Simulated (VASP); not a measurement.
BP, 2 atoms in the cell. The structure is cubic, space group F-43m (No. 216). The conventional cell has a = 4.538 Å, b = 4.538 Å, c = 4.538 Å, α = 90.00°, β = 90.00°, γ = 90.00°. P (site symmetry -43m) has 4 B at 1.97 Å within 2.6 Å. Within 2.6 Å of B (site symmetry -43m) lie 4 P at 1.97 Å. 

| Quantity | Value |
| --- | --- |
| Program | VASP 6.6.1 |
| Task | relaxation of cell and atoms |
| Functional | SVWN5 |
| Potentials or basis | VASP PAW PBE potentials, release 64 (P, B) |
| Cutoff | 600 eV |
| k mesh | 10 × 10 × 10 |
| Occupations | fermi-dirac, width 0.05 eV |
| Spin | no spin polarisation |
| Dipole correction | no |
| Further INCAR settings | ALGO = Normal; EDIFF = 1e-06; IBRION = 2; EDIFFG = -0.01; NSW = 60; ISIF = 3 |

Potentials or basis: VASP PAW PBE potentials, release 64 (P, B).

Command:

```sh
$ cat potpaw_PBE.64/P/POTCAR potpaw_PBE.64/B/POTCAR > POTCAR
$ mpirun -np 1 vasp_std > vasp.out
```

Hardware: 1 thread of Intel(R) Xeon(R) 6975P-C (Granite Rapids) (shared host).

**Question.** Estimate the wall time of this run.

**Answer.** Run time: 10 s on 1 thread of Intel(R) Xeon(R) 6975P-C (Granite Rapids), with other jobs on the host, peak memory 0.13 GiB. Counts: scf iterations 25, k points 47, ion steps 3.
